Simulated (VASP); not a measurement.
Crystal: LiF.

```xyz
4
Lattice="2.3837 0.0000 0.0000 -1.1919 2.0644 0.0000 0.0000 0.0000 3.8855" Properties=species:S:1:pos:R:3 pbc="T T T"
Li    0.0000    0.0000    0.0000
Li    0.0000    0.0000    1.9428
F     0.0000    1.3763    0.9714
F     1.1919    0.6881    2.9141
```

- Program: VASP 6.6.1
- Task: relaxation of cell and atoms
- Functional: PBE
- Potentials or basis: VASP PAW PBE potentials, release 64 (Li_sv, F)
- Cutoff: 600 eV
- k mesh: 12 × 12 × 6
- Occupations: fermi-dirac, width 0.02 eV
- Spin: no spin polarisation

At the start: pressure 127.1 GPa; volume 4.78 Å³/atom.

How do energy, volume and symmetry change on relaxing?

Over 6 steps the energy falls by 852.3 meV/atom and the volume is 7.81 Å³/atom (+63.4 %); space group P6_3/mmc (No. 194, to 0.05 Å).

Step by step:
```tsv
step	energy change (eV)	largest force (eV/Å)	pressure (GPa)	volume (Å³)
1	0.0000	0.0000	127.11	19.12
2	-3.4039	0.0000	-1.61	31.64
3	-3.4051	0.0000	0.63	31.12
4	-3.4084	0.0000	0.63	31.10
5	-3.4090	0.0000	0.63	31.09
6	-3.4093	0.0000	-0.01	31.24
```

Final structure:
```
CELL_PARAMETERS angstrom
2.76994 0.00000 0.00000
-1.38497 2.39884 0.00000
0.00000 0.00000 4.70158
ATOMIC_POSITIONS crystal
Li 0.00000 0.00000 0.00000
Li 0.00000 0.00000 0.50000
F 0.33333 0.66667 0.25000
F 0.66667 0.33333 0.75000
```

Caveat: the cutoff is under 1.25 times the usual one of these potentials, so pressure, stress and relaxed cells hold a basis-set (Pulay) error; the volume moved by over 15 % at a fixed basis, so the end points are rough.
